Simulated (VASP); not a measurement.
# Hg2H (Fm-3m) in VASP: a series of runs

The runs below take Hg2H through single point, relaxation of cell and atoms, with PBE.

Everything below comes from runs of VASP 6.6.1. Logs are shortened: lines on timing, memory, paths and dates and some standing lists are left out, and cuts for length are marked.

## (1) The cell of the first run

Symmetry: Fm-3m, No. 225, cubic system. The conventional cell has a = 6.217 Å, b = 6.217 Å, c = 6.217 Å, α = 90.00°, β = 90.00°, γ = 90.00°. Hg (site symmetry -43m) has 4 H at 2.69 Å and 6 Hg at 3.11 Å within 3.5 Å. H (site symmetry m-3m) has 8 Hg at 2.69 Å within 3.5 Å.

## (2) Single point, PBE

INCAR reads:

```
SYSTEM = Hg2H
  PREC = Accurate
  ENCUT = 520
  EDIFF = 1E-7
  ISMEAR = 0
  SIGMA = 0.1
  LREAL = .FALSE.
  LASPH = .TRUE.
  NELM = 100
  ALGO = Normal
  ISIF = 2
  LWAVE = .FALSE.
  LCHARG = .TRUE.
  GGA = PE
  LELF = .TRUE.
  LVHAR = .TRUE.
  NBANDS = 20
```

KPOINTS reads:

```
Automatic mesh
0
G
  12 12 12
  0 0 0
```

POSCAR reads:

```
Hg2H
1.0
    0.0000000000      3.1083424372      3.1083424372
    3.1083424372      0.0000000000      3.1083424372
    3.1083424372      3.1083424372      0.0000000000
Hg H
2 1
Direct
    0.7500000000      0.7500000000      0.7500000000
    0.2500000000      0.2500000000      0.2500000000
    0.0000000000      0.0000000000      0.0000000000
```

Potentials or basis: VASP PAW PBE potentials, release 64 (Hg, H).

The run is started by

```console
$ cat potpaw_PBE.64/Hg/POTCAR potpaw_PBE.64/H/POTCAR > POTCAR
$ mpirun -np 1 vasp_std > vasp.out
```

OUTCAR:

```text
SYSTEM = Hg2H
   PREC = Accurate
   ENCUT = 520
   EDIFF = 1E-7
   ISMEAR = 0
   LREAL = .FALSE.
   LASPH = .TRUE.
   NELM = 100
   ISIF = 2
   GGA = PE

 ion  position               nearest neighbor table
   1  0.750  0.750  0.750-   2 3.11   2 3.11   2 3.11   2 3.11   2 3.11   2 3.11
   2  0.250  0.250  0.250-   1 3.11   1 3.11   1 3.11   1 3.11   1 3.11   1 3.11
   3  0.000  0.000  0.000-

  LATTYP: Found a face centered cubic cell.
 ALAT       =     6.2166848744

  Lattice vectors:

 A1 = (   0.0000000000,   3.1083424372,   3.1083424372)
 A2 = (   3.1083424372,   0.0000000000,   3.1083424372)
 A3 = (   3.1083424372,   3.1083424372,   0.0000000000)

Analysis of symmetry for initial positions (statically):
=====================================================================
 Subroutine PRICEL returns:
 Original cell was already a primitive cell.

 Routine SETGRP: Setting up the symmetry group for a
 face centered cubic supercell.

 Subroutine GETGRP returns: Found 48 space group operations
 (whereof 48 operations were pure point group operations)
 out of a pool of 48 trial point group operations.

The static configuration has the point symmetry O_h .

Analysis of symmetry for dynamics (positions and initial velocities):
=====================================================================
 Subroutine PRICEL returns:
 Original cell was already a primitive cell.

 Routine SETGRP: Setting up the symmetry group for a
 face centered cubic supercell.

 Subroutine GETGRP returns: Found 48 space group operations
 (whereof 48 operations were pure point group operations)
 out of a pool of 48 trial point group operations.

The dynamic configuration has the point symmetry O_h .

 Subroutine INISYM returns: Found 48 space group operations
 (whereof 48 operations are pure point group operations),
 and found     1 'primitive' translations

----------------------------------------------------------------------------------------

                                     Primitive cell

  volume of cell :      60.0643

  direct lattice vectors                    reciprocal lattice vectors
     0.000000000  3.108342437  3.108342437    -0.160857438  0.160857438  0.160857438
     3.108342437  0.000000000  3.108342437     0.160857438 -0.160857438  0.160857438
     3.108342437  3.108342437  0.000000000     0.160857438  0.160857438 -0.160857438

  length of vectors
     4.395860031  4.395860031  4.395860031     0.278613255  0.278613255  0.278613255

  position of ions in fractional coordinates (direct lattice)
     0.750000000  0.750000000  0.750000000
     0.250000000  0.250000000  0.250000000
     0.000000000  0.000000000  0.000000000

  ion indices of the primitive-cell ions
   primitive index   ion index
                 1           1
                 2           2
                 3           3

----------------------------------------------------------------------------------------

 KPOINTS: Automatic mesh

Automatic generation of k-mesh.
 Grid dimensions read from file:
 generate k-points for:   12   12   12

 Generating k-lattice:

  Cartesian coordinates                     Fractional coordinates (reciprocal lattice)
    -0.013404786  0.013404786  0.013404786     0.083333333  0.000000000  0.000000000
     0.013404786 -0.013404786  0.013404786     0.000000000  0.083333333  0.000000000
     0.013404786  0.013404786 -0.013404786     0.000000000  0.000000000  0.083333333

  Length of vectors
     0.023217771  0.023217771  0.023217771

  Shift w.r.t. Gamma in fractional coordinates (k-lattice)
     0.000000000  0.000000000  0.000000000

 Subroutine IBZKPT returns following result:
 ===========================================

 Found     72 irreducible k-points:

 Following reciprocal coordinates:
            Coordinates               Weight
  0.000000  0.000000  0.000000      1.000000
  0.083333  0.000000  0.000000      8.000000
  0.166667  0.000000  0.000000      8.000000
  0.250000  0.000000  0.000000      8.000000
  0.333333  0.000000  0.000000      8.000000
  0.416667  0.000000  0.000000      8.000000
[... 16 lines left out ...]
  0.500000  0.166667  0.000000     24.000000
 -0.416667  0.166667  0.000000     24.000000
 [... further k-points ...]
   k-points           NKPTS =     72   k-points in BZ     NKDIM =     72   number of bands    NBANDS=     20
   number of dos      NEDOS =    301   number of ions     NIONS =      3
   total plane-waves  NPLWV =  46656
   dimension x,y,z NGX =    36 NGY =   36 NGZ =   36
   dimension x,y,z NGXF=    72 NGYF=   72 NGZF=   72
   ions per type =               2   1
   NGX,Y,Z   is equivalent  to a cutoff of  13.61, 13.61, 13.61 a.u.
   NGXF,Y,Z  is equivalent  to a cutoff of  27.23, 27.23, 27.23 a.u.
 SYSTEM =  Hg2H
   PREC   = accura    normal or accurate (medium, high low for compatibility)
   ISTART =      0    job   : 0-new  1-cont  2-samecut
   ICHARG =      2    charge: 1-file 2-atom 10-const
   ISPIN  =      1    spin polarized calculation?
   LNONCOLLINEAR =      F non collinear calculations
   LSORBIT =      F    spin-orbit coupling
   LASPH  =      T    aspherical Exc in radial PAW
   ENCUT  =  520.0 eV  38.22 Ry    6.18 a.u.   8.17  8.17  8.17*2*pi/ulx,y,z
   NELM   =    100;   NELMIN=  2; NELMDL= -5     # of ELM steps
   EDIFF  = 0.1E-06   stopping-criterion for ELM
   LREAL  =      F    real-space projection
   EDIFFG = 0.1E-05   stopping-criterion for IOM
   NSW    =      0    number of steps for IOM
   IBRION =     -1    ionic relax: 0-MD 1-quasi-New 2-CG
   NFREE  =      0    steps in history (QN), initial steepest desc. (CG)
   ISIF   =      2    stress and relaxation
   ISYM   =      2    0-nonsym 1-usesym 2-fastsym
   POTIM  = 0.5000    time-step for ionic-motion
   TEBEG  =    0.0;   TEEND  =   0.0 temperature during run
   PSTRESS=    0.0 pullay stress
   NELECT =      25.0000    total number of electrons
   NUPDOWN=      -1.0000    fix difference up-down
   EMIN   =  10.00;   EMAX   =-10.00  energy-range for DOS
   EFERMI =   0.00;   METHOD = LEGACY
   ISMEAR =     0;   SIGMA  =   0.10  broadening in eV -4-tet -1-fermi 0-gaus
   EFERMI_NEDOS =   21; number of points for ismear=-14 and -15
   IALGO  =     38    algorithm
   IMIX   =      4    mixing-type and parameters
     AMIX     =   0.40;   BMIX     =  1.00
     AMIX_MAG =   1.60;   BMIX_MAG =  1.00
  volume/ion in A,a.u.               =      20.02       135.11
  Fermi-wavevector in a.u.,A,eV,Ry     =   1.222314  2.309838 20.327792  1.494051
  Thomas-Fermi vector in A             =   2.357465
   LORBIT       =      0    0 simple, 1 ext, 2 COOP (PROOUT), +10 PAW based schemes
   GGA     = PE    functional components
   LHFCALC =     F    Hartree Fock is set to
   AEXX    =    0.0000 exact exchange contribution
   IVDW    =     0    specifies the selected vdW correction
   LEPSILON=     F    determine dielectric tensor
   LRPA    =     F    only Hartree local field effects (RPA)
 non-spin polarized calculation
 Gauss-broadening in eV      SIGMA  =   0.10
  energy-cutoff  :      520.00
  volume of cell :       60.06
 maximum number of plane-waves:      1639
 NGX is ok and might be reduce to    36
   NGX = 17   NGY = 17   NGZ = 17

 number of electron      25.0000003 magnetization

 Free energy of the ion-electron system (eV)
  ---------------------------------------------------
  ext. energy  EPLUGINS =         0.00000000
  ---------------------------------------------------
  free energy    TOTEN  =        -2.00561559 eV

  energy without entropy =       -2.00117016  energy(sigma->0) =       -2.00339287

 E-fermi :   1.2887     XC(G=0):  -9.8935

 val. band max:        1.2806471568   @ k =  -0.3333   0.1667   0.0000
 cond. band min:       1.3014462511   @ k =  -0.2500   0.1667   0.0000
 fundamental gap:      0.0207990943
 Fermi energy:         1.2886834810

 k-point     1 :       0.0000    0.0000    0.0000
  band No.  band energies     occupation
      1      -6.9241      2.00000
      2      -6.0608      2.00000
      3      -6.0608      2.00000
      4      -5.6546      2.00000
      5      -5.6546      2.00000
      6      -5.6546      2.00000
[... 12 lines left out ...]
     19      10.2711      0.00000
     20      11.6339      0.00000

 k-point     2 :       0.0833    0.0000    0.0000
  band No.  band energies     occupation
      1      -6.8388      2.00000
      2      -6.0327      2.00000
      3      -6.0327      2.00000
      4      -5.6442      2.00000
      5      -5.6299      2.00000
      6      -5.6299      2.00000
[... 12 lines left out ...]
     19      10.1378      0.00000
     20      11.6745      0.00000

 k-point     3 :       0.1667    0.0000    0.0000
  band No.  band energies     occupation
      1      -6.5918      2.00000
      2      -5.9489      2.00000
      3      -5.9489      2.00000
      4      -5.6061      2.00000
      5      -5.5581      2.00000
      6      -5.5581      2.00000
[... 12 lines left out ...]
     19       9.6483      0.00000
     20      12.0133      0.00000

 k-point     4 :       0.2500    0.0000    0.0000
  band No.  band energies     occupation
      1      -6.2261      2.00000
      2      -5.8117      2.00000
      3      -5.8117      2.00000
      4      -5.5130      2.00000
      5      -5.4460      2.00000
      6      -5.4460      2.00000
[... 12 lines left out ...]
     19       9.5953      0.00000
     20      12.6373      0.00000

 k-point     5 :       0.3333    0.0000    0.0000
  band No.  band energies     occupation
      1      -5.8810      2.00000
      2      -5.6255      2.00000
      3      -5.6255      2.00000
      4      -5.3129      2.00000
      5      -5.3048      2.00000
      6      -5.3048      2.00000
[... 12 lines left out ...]
     19      10.3449      0.00000
     20      13.5214      0.00000

 k-point     6 :       0.4167    0.0000    0.0000
  band No.  band energies     occupation
      1      -5.6987      2.00000
      2      -5.3989      2.00000
      3      -5.3989      2.00000
      4      -5.1568      2.00000
      5      -5.1568      2.00000
      6      -5.1544      2.00000
[... 12 lines left out ...]
     19      11.3813      0.00000
     20      14.6146      0.00000

 k-point     7 :       0.5000    0.0000    0.0000
  band No.  band energies     occupation
      1      -5.6420      2.00000
      2      -5.1711      2.00000
      3      -5.1711      2.00000
      4      -5.1542      2.00000
      5      -5.1542      2.00000
      6      -5.1395      2.00000
[... 12 lines left out ...]
     19      11.9926      0.00000
     20      15.0628      0.00000
[... 277 lines left out ...]
 k-point    20 :       0.2500    0.1667    0.0000
  band No.  band energies     occupation
      1      -6.3411      2.00000
      2      -5.9818      2.00000
      3      -5.7744      2.00000
      4      -5.4615      2.00000
      5      -5.3635      2.00000
      6      -5.3619      2.00000
[... 12 lines left out ...]
     19      11.1384      0.00000
     20      12.2628      0.00000

 k-point    21 :       0.3333    0.1667    0.0000
  band No.  band energies     occupation
      1      -6.0965      2.00000
      2      -5.8865      2.00000
      3      -5.7123      2.00000
      4      -5.2727      2.00000
      5      -5.2281      2.00000
      6      -5.1369      2.00000
[... 12 lines left out ...]
     19      10.9924      0.00000
     20      13.0480      0.00000

 k-point    22 :       0.4167    0.1667    0.0000
  band No.  band energies     occupation
      1      -5.8860      2.00000
      2      -5.7420      2.00000
      3      -5.5590      2.00000
      4      -5.1934      2.00000
      5      -5.0796      2.00000
      6      -5.0680      2.00000
[... 12 lines left out ...]
     19      11.1803      0.00000
     20      13.8871      0.00000

 k-point    23 :       0.5000    0.1667    0.0000
  band No.  band energies     occupation
      1      -5.7487      2.00000
      2      -5.5533      2.00000
      3      -5.3761      2.00000
      4      -5.3241      2.00000
      5      -5.1335      2.00000
      6      -4.9507      2.00000
[... 12 lines left out ...]
     19      11.4803      0.00000
     20      13.7928      0.00000

 k-point    24 :      -0.4167    0.1667    0.0000
  band No.  band energies     occupation
      1      -5.7120      2.00000
      2      -5.5591      2.00000
      3      -5.3315      2.00000
      4      -5.2468      2.00000
      5      -5.0826      2.00000
      6      -5.0166      2.00000
[... 12 lines left out ...]
     19      11.7951      0.00000
     20      13.3234      0.00000

 [... further k-points ...]
[... 5 lines left out ...]
  --------------------------------------------------------------------------------------
  -------------------------------------------------------------------------------------
  Total        0.0678106      0.0678106      0.0678106      0.0000000      0.0000000     -0.0000000
  in kB        1.8088038      1.8088038      1.8088038      0.0000000      0.0000000     -0.0000000
  external PRESSURE =       1.8088038 kB  Pullay stress =       0.0000000 kB

 VOLUME and BASIS-vectors are now :
 -----------------------------------------------------------------------------
  energy-cutoff  :      520.00
  volume of cell :       60.06
      direct lattice vectors                 reciprocal lattice vectors
     0.000000000  3.108342437  3.108342437    -0.160857438  0.160857438  0.160857438
     3.108342437  0.000000000  3.108342437     0.160857438 -0.160857438  0.160857438
     3.108342437  3.108342437  0.000000000     0.160857438  0.160857438 -0.160857438

 POSITION                                       TOTAL-FORCE (eV/Angst)
 -----------------------------------------------------------------------------------
      4.66251      4.66251      4.66251        -0.000000     -0.000000     -0.000000
      1.55417      1.55417      1.55417         0.000000      0.000000      0.000000
      0.00000      0.00000      0.00000        -0.000000     -0.000000     -0.000000
 -----------------------------------------------------------------------------------
    total drift:                                0.000000      0.000000      0.000000

  FREE ENERGIE OF THE ION-ELECTRON SYSTEM (eV)
  ---------------------------------------------------
  free  energy   TOTEN  =        -2.0056155897 eV

  energy  without entropy=       -2.0011701577  energy(sigma->0) =       -2.00339287
```

Run time: 62 s. Hardware: 1 thread of Intel Xeon Platinum 8259CL at 2.50GHz (Skylake/Cascade Lake), shared host; peak memory 0.24 GiB.

Results:

```
Free energy : -2.0056 eV
Pressure    : 0.2 GPa
```

Levels at points of the mesh, in eV from the Fermi level:
| k point | band 9 | band 10 | band 11 | band 12 | band 13 | band 14 | band 15 | band 16 |
| --- | --- | --- | --- | --- | --- | --- | --- | --- |
| (0.00, 0.00, 0.00) | -5.65 | -5.12 | -5.12 | 0.93 | 3.80 | 4.63 | 4.63 | 4.63 |
| (0.50, 0.00, 0.00) | -6.19 | -6.19 | -4.76 | -4.16 | 0.79 | 5.73 | 5.73 | 6.15 |
| (0.50, 0.50, 0.00) | -5.60 | -5.15 | -3.42 | -2.81 | 0.33 | 1.50 | 1.50 | 2.90 |

Caveat: spin-orbit coupling is left out, which moves the levels of the heavy elements.

## (3) Single point, PBE

INCAR reads:

```
  PREC = Accurate
  ENCUT = 520
  EDIFF = 1E-6
  ISMEAR = 0
  SIGMA = 0.1
  LREAL = False
  LASPH = True
  NELM = 100
  ALGO = Normal
  ISIF = 2
  LWAVE = False
  LCHARG = False
  GGA = PE
  NBANDS = 20
```

KPOINTS reads:

```
Automatic mesh
0
Gamma
  12 12 12
```

POSCAR is that of step 2.

Potentials or basis: VASP PAW PBE potentials, release 64 (Hg, H).

The run is started by

```console
$ cat potpaw_PBE.64/Hg/POTCAR potpaw_PBE.64/H/POTCAR > POTCAR
$ mpirun -np 1 vasp_std > vasp.out
```

Wall time 56 s (1 thread of Intel Xeon Platinum 8259CL at 2.50GHz (Skylake/Cascade Lake), shared host); peak memory 0.24 GiB.

It converged, with:

| Item | Value |
| --- | --- |
| Free energy | -2.0056 eV |
| Pressure | 0.2 GPa |

Levels at points of the mesh, in eV from the Fermi level:
| k point | band 9 | band 10 | band 11 | band 12 | band 13 | band 14 | band 15 | band 16 |
| --- | --- | --- | --- | --- | --- | --- | --- | --- |
| (0.00, 0.00, 0.00) | -5.65 | -5.12 | -5.12 | 0.93 | 3.80 | 4.63 | 4.63 | 4.63 |
| (0.50, 0.00, 0.00) | -6.19 | -6.19 | -4.76 | -4.16 | 0.79 | 5.73 | 5.73 | 6.15 |
| (0.50, 0.50, 0.00) | -5.60 | -5.15 | -3.42 | -2.81 | 0.33 | 1.50 | 1.50 | 2.90 |

Caveat: spin-orbit coupling is left out, which moves the levels of the heavy elements.

## (4) Relaxation of cell and atoms, PBE

This run uses another cell than the first one, of 20.82 Å³/atom, 1.040 times its volume.

INCAR reads:

```
SYSTEM = Hg2H
  ALGO = Normal
  EDIFF = 1E-6
  EDIFFG = -0.01
  ENCUT = 600
  GGA = PE
  IBRION = 2
  ISIF = 3
  ISMEAR = 0
  LASPH = .True.
  LCHARG = .False.
  LREAL = .False.
  LWAVE = .False.
  NELM = 100
  NSW = 100
  PREC = Accurate
  SIGMA = 0.1
```

KPOINTS reads:

```
k-points
0
Gamma
  12 12 12
  0 0 0
```

POSCAR reads:

```
Hg2H
1.0
    0.0000000000      3.1492147100      3.1492147100
    3.1492147100      0.0000000000      3.1492147100
    3.1492147100      3.1492147100      0.0000000000
Hg H
2 1
Direct
    0.7500000000      0.7500000000      0.7500000000
    0.2500000000      0.2500000000      0.2500000000
    0.0000000000      0.0000000000      0.0000000000
```

The run is started by

```console
$ cat potpaw_PBE.64/Hg/POTCAR potpaw_PBE.64/H/POTCAR > POTCAR
$ mpirun -np 1 vasp_std > vasp.out
```

It took 2.7 min on 1 thread of Intel Xeon Platinum 8259CL at 2.50GHz (Skylake/Cascade Lake), shared host; peak memory 0.26 GiB.

The run converged. Its results:

* Free energy: -2.0063 eV
* Relaxed volume: 20.20 Å³/atom
* Relaxed cell: a = 4.409 Å, b = 4.409 Å, c = 4.409 Å, α = 60.00°, β = 60.00°, γ = 60.00°
* Space group after relaxing (to 0.05 Å): Fm-3m (No. 225)
* Energy gained by relaxing: 1.6 meV/atom
* Ionic steps: 4
* Pressure after relaxing: 0.0 GPa

The path:
```
step  energy change (eV)  largest force (eV/Å)  pressure (GPa)  volume (Å³)
   1              0.0000                0.0000           -0.79        62.47
   2             -0.0036                0.0000           -0.43        61.54
   3             -0.0048                0.0000           -0.10        60.80
   4             -0.0049                0.0000            0.01        60.59
```

Final structure:
```yaml
crystal:
  lattice:
    - [0.00000, 3.11740, 3.11740]
    - [3.11740, 0.00000, 3.11740]
    - [3.11740, 3.11740, 0.00000]
  atoms:
    - { symbol: Hg, position: [0.75000, 0.75000, 0.75000] }
    - { symbol: Hg, position: [0.25000, 0.25000, 0.25000] }
    - { symbol: H, position: [0.00000, 0.00000, 0.00000] }
```

Levels at points of the mesh, in eV from the Fermi level:
| k point | band 9 | band 10 | band 11 | band 12 | band 13 | band 14 | band 15 | band 16 |
| --- | --- | --- | --- | --- | --- | --- | --- | --- |
| (0.00, 0.00, 0.00) | -5.64 | -5.12 | -5.12 | 0.93 | 3.73 | 4.63 | 4.63 | 4.63 |
| (0.50, 0.00, 0.00) | -6.17 | -6.17 | -4.73 | -4.13 | 0.78 | 5.72 | 5.72 | 6.13 |
| (0.50, 0.50, 0.00) | -5.59 | -5.15 | -3.38 | -2.81 | 0.30 | 1.52 | 1.52 | 2.89 |

Caveat: spin-orbit coupling is left out, which moves the levels of the heavy elements.

(Part 1 of 2 ends here.)
